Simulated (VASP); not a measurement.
ZnS, 2 atoms in the cell. It takes space group F-43m (No. 216, cubic). The conventional cell has a = 5.444 Å, b = 5.444 Å, c = 5.444 Å, α = 90.00°, β = 90.00°, γ = 90.00°. Within 3.1 Å of Zn (site symmetry -43m) lie 4 S at 2.36 Å. S (site symmetry -43m) has 4 Zn at 2.36 Å within 3.1 Å. 

```yaml
Program: VASP 6.6.1
Task: single point
Functional: r2SCAN
Potentials_or_basis: VASP PAW PBE potentials, release 64 (Zn, S)
Cutoff: 550 eV
k_mesh: 6 × 6 × 6
Occupations: gaussian, width 0.05 eV
Spin: no spin polarisation
Dipole_correction: no
Further_INCAR_settings: ALGO = Normal; EDIFF = 1e-06; NBANDS = 16
```

Potentials or basis: VASP PAW PBE potentials, release 64 (Zn, S).

Run with:

```bash
$ cat potpaw_PBE.64/Zn/POTCAR potpaw_PBE.64/S/POTCAR > POTCAR
$ cp INCAR.step1 INCAR
$ mpirun -np 1 vasp_std > vasp.out
$ cp INCAR.step2 INCAR
$ mpirun -np 1 vasp_std > vasp.out
```

Hardware: 1 thread of Intel Xeon 8259CL (shared host).

Problem. How long does it take, and how much memory?

Solution. Wall time 110 s on 1 thread of Intel Xeon 8259CL, with other jobs on the host, peak memory 0.17 GiB. Counts: k points 16.
